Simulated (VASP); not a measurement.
Ge, 1 atom in the cell. The structure is orthorhombic, space group Cmmm (No. 65). The conventional cell has a = 2.724 Å, b = 4.963 Å, c = 2.603 Å, α = 90.00°, β = 90.00°, γ = 90.00°. Ge (site symmetry mmm) has 8 Ge at 2.60 to 2.83 Å within 3.4 Å.  This cell differs from its parent crystal: strain -0.015 along x and y, -0.015 along z.

```yaml
Program: VASP 6.6.1
Task: single point
Functional: PBEsol
Potentials_or_basis: VASP PAW PBE potentials, release 64 (Ge_d)
Cutoff: 520 eV
k_mesh: 24 × 24 × 22
Occupations: gaussian, width 0.15 eV
Spin: no spin polarisation
Dipole_correction: no
Further_INCAR_settings: ALGO = Normal; EDIFF = 1e-06; NBANDS = 13
```

Potentials or basis: VASP PAW PBE potentials, release 64 (Ge_d).

Launch:

```bash
$ cat potpaw_PBE.64/Ge_d/POTCAR > POTCAR
$ mpirun -np 1 vasp_std > vasp.out
```

Hardware: 1 thread of Intel(R) Xeon(R) 6975P-C (Granite Rapids) (shared host).

Question: Estimate the wall time of this run.

Answer: Wall time 86 s on 1 thread of Intel(R) Xeon(R) 6975P-C (Granite Rapids), with other jobs on the host, peak memory 0.47 GiB. Counts: scf iterations 10, k points 1884.
